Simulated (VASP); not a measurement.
Set up this calculation in VASP 6.6.1, as the native input.

* Task: single point
* Functional: LDA
* Potentials or basis: VASP PAW LDA potentials, release 64 (N)
* Cutoff: 520 eV
* k mesh: 7 × 7 × 2
* Occupations: gaussian, width 0.05 eV
* Spin: no spin polarisation
* Dipole correction: no
* Further INCAR settings: ALGO = Normal; EDIFF = 1e-06; NBANDS = 30

The structure of N lies in POSCAR:

```
N
1.0
   -3.5269202438      0.0000000000      0.0000000000
   -1.7634601219     -3.0544025283      0.0000000000
    0.0000000000      0.0000000000     13.9505029787
N
8
Direct
    0.3333333333      0.3333333333      0.8953956348
    0.3333333333      0.3333333333      0.4061479353
    0.3333333333      0.3333333333      0.8169713135
    0.3333333333      0.3333333333      0.3277236140
    0.6666666667      0.6666666667      0.1615240855
    0.6666666667      0.6666666667      0.6507717850
    0.6666666667      0.6666666667      0.0830997643
    0.6666666667      0.6666666667      0.5723474638
```

One way to write it, as run:

INCAR

```
PREC = Accurate ; ENCUT = 520
EDIFF = 1E-6 ; ISMEAR = 0
SIGMA = 0.05 ; LREAL = False
LASPH = True ; NELM = 60
ALGO = Normal ; ISIF = 2
LWAVE = False ; LCHARG = True
LELF = True ; LVHAR = True
NBANDS = 30
```

KPOINTS

```
Automatic mesh
0
Gamma
  7 7 2
```

Potentials or basis: VASP PAW LDA potentials, release 64 (N).

Command:

```bash
$ cat potpaw_LDA.64/N/POTCAR > POTCAR
$ mpirun -np 1 vasp_std > vasp.out
```

Results of the run:

* Pressure: 2.1 GPa
* Largest force: 1.557 eV/Å
* Band gap on the k mesh: 6.46 eV, indirect (least direct gap 6.66 eV)

Caveat: the standard files for N, O and F lose accuracy on very short bonds; forces of over 1 eV/Å act on the atoms, so gaps and moduli don't describe the material at rest.

Run time: 32 s on 1 thread of Intel(R) Xeon(R) 6975P-C (Granite Rapids), on a shared host, peak memory 0.22 GiB.
